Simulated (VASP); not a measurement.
# AlN (Imm2) in VASP: a series of runs

Runs on AlN. Level: PBE. Tasks: single point.

Everything below comes from runs of VASP 6.6.1. Logs are shortened: lines on timing, memory, paths and dates and some standing lists are left out, and cuts for length are marked.

## Step 1: The cell of the first run

The structure is orthorhombic, space group Imm2 (No. 44). The conventional cell has a = 3.139 Å, b = 3.139 Å, c = 4.439 Å, α = 90.00°, β = 90.00°, γ = 90.00°. Al (site symmetry mm2) has 4 N at 1.87 to 1.97 Å within 2.5 Å. N (site symmetry mm2) has 4 Al at 1.87 to 1.97 Å within 2.5 Å.

## Step 2: Single point, PBE

Input file INCAR:

```
SYSTEM = AlN
PREC = Accurate ; ENCUT = 520
EDIFF = 1E-7 ; ISMEAR = 0
SIGMA = 0.05 ; LREAL = .False.
LASPH = .True. ; NELM = 100
ALGO = Normal ; ISIF = 2
LWAVE = .False. ; LCHARG = .False.
GGA = PE ; NBANDS = 11
```

Input file KPOINTS:

```
regular mesh
0
Gamma
  10 10 10
  0 0 0
```

Input file POSCAR:

```
AlN
1.0
    0.0000000000      2.2195293472      2.2195293472
    2.2195293472      0.0000000000      2.2195293472
    2.2195293472      2.2195293472      0.0000000000
Al N
1 1
Direct
   -0.0068627833      0.0068627833      0.0068627833
    0.7632197081      0.7367802919      0.7367802919
```

Potentials or basis: VASP PAW PBE potentials, release 64 (Al, N).

Run with:

```
$ cat potpaw_PBE.64/Al/POTCAR potpaw_PBE.64/N/POTCAR > POTCAR
$ mpirun -np 1 vasp_std > vasp.out
```

OUTCAR:

```text
SYSTEM = AlN
   PREC = Accurate
   ENCUT = 520
   EDIFF = 1E-7
   ISMEAR = 0
   LREAL = .False.
   LASPH = .True.
   NELM = 100
   ISIF = 2
   GGA = PE

 ion  position               nearest neighbor table
   1  0.993  0.007  0.007-   2 1.87   2 1.87   2 1.97   2 1.97
   2  0.763  0.737  0.737-   1 1.87   1 1.87   1 1.97   1 1.97

  LATTYP: Found a face centered cubic cell.
 ALAT       =     4.4390586944

  Lattice vectors:

 A1 = (   0.0000000000,   2.2195293472,   2.2195293472)
 A2 = (   2.2195293472,   0.0000000000,   2.2195293472)
 A3 = (   2.2195293472,   2.2195293472,   0.0000000000)

Analysis of symmetry for initial positions (statically):
=====================================================================
 Subroutine PRICEL returns:
 Original cell was already a primitive cell.

 Routine SETGRP: Setting up the symmetry group for a
 face centered cubic supercell.

 Subroutine GETGRP returns: Found  4 space group operations
 (whereof  4 operations were pure point group operations)
 out of a pool of 48 trial point group operations.

The static configuration has the point symmetry C_2v.

Analysis of symmetry for dynamics (positions and initial velocities):
=====================================================================
 Subroutine PRICEL returns:
 Original cell was already a primitive cell.

 Routine SETGRP: Setting up the symmetry group for a
 face centered cubic supercell.

 Subroutine GETGRP returns: Found  4 space group operations
 (whereof  4 operations were pure point group operations)
 out of a pool of 48 trial point group operations.

The dynamic configuration has the point symmetry C_2v.

 Subroutine INISYM returns: Found  4 space group operations
 (whereof  4 operations are pure point group operations),
 and found     1 'primitive' translations

----------------------------------------------------------------------------------------

                                     Primitive cell

  volume of cell :      21.8682

  direct lattice vectors                    reciprocal lattice vectors
     0.000000000  2.219529347  2.219529347    -0.225272984  0.225272984  0.225272984
     2.219529347  0.000000000  2.219529347     0.225272984 -0.225272984  0.225272984
     2.219529347  2.219529347  0.000000000     0.225272984  0.225272984 -0.225272984

  length of vectors
     3.138888505  3.138888505  3.138888505     0.390184255  0.390184255  0.390184255

  position of ions in fractional coordinates (direct lattice)
     0.993137217  0.006862783  0.006862783
     0.763219708  0.736780292  0.736780292

[... 85 lines left out ...]
   TEBEG  =    0.0;   TEEND  =   0.0 temperature during run
   PSTRESS=    0.0 pullay stress
   NELECT =       8.0000    total number of electrons
   NUPDOWN=      -1.0000    fix difference up-down
   EMIN   =  10.00;   EMAX   =-10.00  energy-range for DOS
   EFERMI =   0.00;   METHOD = LEGACY
   ISMEAR =     0;   SIGMA  =   0.05  broadening in eV -4-tet -1-fermi 0-gaus
   EFERMI_NEDOS =   21; number of points for ismear=-14 and -15
   IALGO  =     38    algorithm
   IMIX   =      4    mixing-type and parameters
     AMIX     =   0.40;   BMIX     =  1.00
     AMIX_MAG =   1.60;   BMIX_MAG =  1.00
  volume/ion in A,a.u.               =      10.93        73.79
  Fermi-wavevector in a.u.,A,eV,Ry     =   1.170848  2.212582 18.652031  1.370886
  Thomas-Fermi vector in A             =   2.307301
   LORBIT       =      0    0 simple, 1 ext, 2 COOP (PROOUT), +10 PAW based schemes
   GGA     = PE    functional components
   LHFCALC =     F    Hartree Fock is set to
   AEXX    =    0.0000 exact exchange contribution
   IVDW    =     0    specifies the selected vdW correction
   LEPSILON=     F    determine dielectric tensor
   LRPA    =     F    only Hartree local field effects (RPA)
 non-spin polarized calculation
 Gauss-broadening in eV      SIGMA  =   0.05
  energy-cutoff  :      520.00
  volume of cell :       21.87
 maximum number of plane-waves:       609
   NGX = 11   NGY = 11   NGZ = 11

 number of electron       7.9999999 magnetization

 Free energy of the ion-electron system (eV)
  ---------------------------------------------------
  ext. energy  EPLUGINS =         0.00000000
  ---------------------------------------------------
  free energy    TOTEN  =       -14.78886050 eV

  energy without entropy =      -14.78886050  energy(sigma->0) =      -14.78886050

 E-fermi :   5.9757     XC(G=0): -10.7235

 val. band max:        5.7421751646   @ k =   0.0000   0.0000   0.0000
 cond. band min:       8.8044483999   @ k =   0.5000   0.5000   0.0000
 fundamental gap:      3.0622732352
 Fermi energy:         5.9757222943

 k-point     1 :       0.0000    0.0000    0.0000
  band No.  band energies     occupation
      1      -9.1876      2.00000
      2       5.2802      2.00000
      3       5.5266      2.00000
      4       5.7422      2.00000
      5       9.2793      0.00000
      6      17.5752      0.00000
      7      17.6180      0.00000
      8      17.6514      0.00000
      9      22.7622      0.00000
     10      22.8156      0.00000
     11      23.7896      0.00000
[... 309 lines left out ...]
 k-point    24 :       0.1000    0.0000    0.4000
  band No.  band energies     occupation
      1      -7.6045      2.00000
      2       0.7062      2.00000
      3       4.8022      2.00000
      4       5.0167      2.00000
      5      12.4085      0.00000
      6      14.7299      0.00000
      7      16.7410      0.00000
      8      17.3484      0.00000
      9      21.3409      0.00000
     10      23.9287      0.00000
     11      24.3282      0.00000

 [... further k-points ...]

------------------------ aborting loop because EDIFF is reached ----------------------------------------

  FORCE on cell =-STRESS in cart. coord.  units (eV):
  Direction    XX          YY          ZZ          XY          YZ          ZX
  --------------------------------------------------------------------------------------
  -------------------------------------------------------------------------------------
  Total       -0.6436289     -0.4771738     -0.4771738      0.0000000     -0.6139126      0.0000000
  in kB      -47.1556217    -34.9602455    -34.9602455      0.0000000    -44.9784507      0.0000000
  external PRESSURE =     -39.0253709 kB  Pullay stress =       0.0000000 kB

 VOLUME and BASIS-vectors are now :
 -----------------------------------------------------------------------------
  energy-cutoff  :      520.00
  volume of cell :       21.87
      direct lattice vectors                 reciprocal lattice vectors
     0.000000000  2.219529347  2.219529347    -0.225272984  0.225272984  0.225272984
     2.219529347  0.000000000  2.219529347     0.225272984 -0.225272984  0.225272984
     2.219529347  2.219529347  0.000000000     0.225272984  0.225272984 -0.225272984

 POSITION                                       TOTAL-FORCE (eV/Angst)
 -----------------------------------------------------------------------------------
      0.03046      2.21953      2.21953        -1.127607      0.000000      0.000000
      3.27061      3.32929      3.32929         1.127607     -0.000000     -0.000000
 -----------------------------------------------------------------------------------
    total drift:                               -0.000042      0.000000      0.000000

  FREE ENERGIE OF THE ION-ELECTRON SYSTEM (eV)
  ---------------------------------------------------
  free  energy   TOTEN  =       -14.7888604987 eV

  energy  without entropy=      -14.7888604987  energy(sigma->0) =      -14.78886050
```

stdout:

```text
POSCAR found type information on POSCAR AlN
 POSCAR found :  2 types and       2 ions
 scaLAPACK will be used
 LDA part: xc-table for (Slater+PW92), standard interpolation
 POSCAR, INCAR and KPOINTS ok, starting setup
 FFT: planning ... GRIDC
 FFT: planning ... GRID_SOFT
 FFT: planning ... GRID
 WAVECAR not read
 entering main loop
```

It took 48 s on 1 thread of AMD EPYC 7R13 (Zen 3), shared host; peak memory 0.13 GiB.

Results:

| Quantity | Value |
| --- | --- |
| Free energy | -14.7889 eV |
| Pressure | -3.9 GPa |
| Largest force | 1.128 eV/Å |
| Band gap on the k mesh | 3.06 eV, indirect (least direct gap 3.54 eV) |

Forces in eV/Å, atoms in the order of the input:
```
Al  -1.128  0.000  0.000
N    1.128  0.000  0.000
```

Caveat: forces of over 1 eV/Å act on the atoms, so gaps and moduli don't describe the material at rest.

## Step 3: Single point, PBE

Input file INCAR:

```
SYSTEM = AlN
PREC = Accurate
ENCUT = 520
EDIFF = 1E-6
ISMEAR = 0
SIGMA = 0.05
LREAL = .FALSE.
LASPH = .TRUE.
NELM = 80
ALGO = Normal
ISIF = 2
LWAVE = .FALSE.
LCHARG = .FALSE.
GGA = PE
NBANDS = 11
```

Input file KPOINTS:

```
regular mesh
0
G
  10 10 10
  0 0 0
```

Input file POSCAR:

```
AlN
1.0
    0.0000000000      2.2195293472      2.2195293472
    2.2195293472      0.0000000000      2.2195293472
    2.2195293472      2.2195293472      0.0000000000
Al N
1 1
Direct
   -0.0045751888      0.0045751888      0.0045751888
    0.7588131387      0.7411868613      0.7411868613
```

Potentials or basis: VASP PAW PBE potentials, release 64 (Al, N).

Run with:

```
$ cat potpaw_PBE.64/Al/POTCAR potpaw_PBE.64/N/POTCAR > POTCAR
$ mpirun -np 1 vasp_std > vasp.out
```

OUTCAR:

```text
SYSTEM = AlN
   PREC = Accurate
   ENCUT = 520
   EDIFF = 1E-6
   ISMEAR = 0
   LREAL = .FALSE.
   LASPH = .TRUE.
   NELM = 80
   ISIF = 2
   GGA = PE

 ion  position               nearest neighbor table
   1  0.995  0.005  0.005-   2 1.89   2 1.89   2 1.96   2 1.96
   2  0.759  0.741  0.741-   1 1.89   1 1.89   1 1.96   1 1.96

  LATTYP: Found a face centered cubic cell.
 ALAT       =     4.4390586944

  Lattice vectors:

 A1 = (   0.0000000000,   2.2195293472,   2.2195293472)
 A2 = (   2.2195293472,   0.0000000000,   2.2195293472)
 A3 = (   2.2195293472,   2.2195293472,   0.0000000000)

Analysis of symmetry for initial positions (statically):
=====================================================================
 Subroutine PRICEL returns:
 Original cell was already a primitive cell.

 Routine SETGRP: Setting up the symmetry group for a
 face centered cubic supercell.

 Subroutine GETGRP returns: Found  4 space group operations
 (whereof  4 operations were pure point group operations)
 out of a pool of 48 trial point group operations.

The static configuration has the point symmetry C_2v.

Analysis of symmetry for dynamics (positions and initial velocities):
=====================================================================
 Subroutine PRICEL returns:
 Original cell was already a primitive cell.

 Routine SETGRP: Setting up the symmetry group for a
 face centered cubic supercell.

 Subroutine GETGRP returns: Found  4 space group operations
 (whereof  4 operations were pure point group operations)
 out of a pool of 48 trial point group operations.

The dynamic configuration has the point symmetry C_2v.

 Subroutine INISYM returns: Found  4 space group operations
 (whereof  4 operations are pure point group operations),
 and found     1 'primitive' translations

----------------------------------------------------------------------------------------

                                     Primitive cell

  volume of cell :      21.8682

[... 115 lines left out ...]
   AEXX    =    0.0000 exact exchange contribution
   IVDW    =     0    specifies the selected vdW correction
   LEPSILON=     F    determine dielectric tensor
   LRPA    =     F    only Hartree local field effects (RPA)
 non-spin polarized calculation
 Gauss-broadening in eV      SIGMA  =   0.05
  energy-cutoff  :      520.00
  volume of cell :       21.87
 maximum number of plane-waves:       609
   NGX = 11   NGY = 11   NGZ = 11

 number of electron       7.9999999 magnetization

 Free energy of the ion-electron system (eV)
  ---------------------------------------------------
  ext. energy  EPLUGINS =         0.00000000
  ---------------------------------------------------
  free energy    TOTEN  =       -14.81684096 eV

  energy without entropy =      -14.81684096  energy(sigma->0) =      -14.81684096

 E-fermi :   5.9276     XC(G=0): -10.7239

 val. band max:        5.6718376772   @ k =   0.0000   0.0000   0.0000
 cond. band min:       8.8092852250   @ k =   0.5000   0.5000   0.0000
 fundamental gap:      3.1374475478
 Fermi energy:         5.9276266736

 k-point     1 :       0.0000    0.0000    0.0000
  band No.  band energies     occupation
      1      -9.1853      2.00000
      2       5.3628      2.00000
      3       5.5242      2.00000
      4       5.6718      2.00000
      5       9.2885      0.00000
      6      17.5857      0.00000
      7      17.6135      0.00000
      8      17.6373      0.00000
      9      22.7955      0.00000
     10      22.8213      0.00000
     11      23.9045      0.00000
[... 309 lines left out ...]
 k-point    24 :       0.1000    0.0000    0.4000
  band No.  band energies     occupation
      1      -7.6045      2.00000
      2       0.7351      2.00000
      3       4.8148      2.00000
      4       4.9573      2.00000
      5      12.4376      0.00000
      6      14.7403      0.00000
      7      16.7778      0.00000
      8      17.2877      0.00000
      9      21.3852      0.00000
     10      23.8912      0.00000
     11      24.3674      0.00000

 [... further k-points ...]

------------------------ aborting loop because EDIFF is reached ----------------------------------------

  FORCE on cell =-STRESS in cart. coord.  units (eV):
  Direction    XX          YY          ZZ          XY          YZ          ZX
  --------------------------------------------------------------------------------------
  -------------------------------------------------------------------------------------
  Total       -0.6478598     -0.5738437     -0.5738437      0.0000000     -0.4059529      0.0000000
  in kB      -47.4655990    -42.0427912    -42.0427912      0.0000000    -29.7422292      0.0000000
  external PRESSURE =     -43.8503938 kB  Pullay stress =       0.0000000 kB

 VOLUME and BASIS-vectors are now :
 -----------------------------------------------------------------------------
  energy-cutoff  :      520.00
  volume of cell :       21.87
      direct lattice vectors                 reciprocal lattice vectors
     0.000000000  2.219529347  2.219529347    -0.225272984  0.225272984  0.225272984
     2.219529347  0.000000000  2.219529347     0.225272984 -0.225272984  0.225272984
     2.219529347  2.219529347  0.000000000     0.225272984  0.225272984 -0.225272984

 POSITION                                       TOTAL-FORCE (eV/Angst)
 -----------------------------------------------------------------------------------
      0.02031      2.21953      2.21953        -0.755075      0.000000      0.000000
      3.29017      3.32929      3.32929         0.755075      0.000000      0.000000
 -----------------------------------------------------------------------------------
    total drift:                                0.000125     -0.000000     -0.000000

  FREE ENERGIE OF THE ION-ELECTRON SYSTEM (eV)
  ---------------------------------------------------
  free  energy   TOTEN  =       -14.8168409551 eV

  energy  without entropy=      -14.8168409551  energy(sigma->0) =      -14.81684096
```

stdout:

```text
POSCAR found type information on POSCAR AlN
 POSCAR found :  2 types and       2 ions
 scaLAPACK will be used
 LDA part: xc-table for (Slater+PW92), standard interpolation
 POSCAR, INCAR and KPOINTS ok, starting setup
 FFT: planning ... GRIDC
 FFT: planning ... GRID_SOFT
 FFT: planning ... GRID
 WAVECAR not read
 entering main loop
```

It took 42 s on 1 thread of AMD EPYC 7R13 (Zen 3), shared host; peak memory 0.13 GiB.

Results:

| Property | Result |
| --- | --- |
| Free energy | -14.8168 eV |
| Pressure | -4.4 GPa |
| Largest force | 0.755 eV/Å |
| Band gap on the k mesh | 3.14 eV, indirect (least direct gap 3.62 eV) |

Forces in eV/Å, atoms in the order of the input:
```
Al  -0.755  0.000  0.000
N    0.755  0.000  0.000
```

A k mesh can miss the band edges. A hybrid or GW would open this gap; PBE tends to underestimate it.
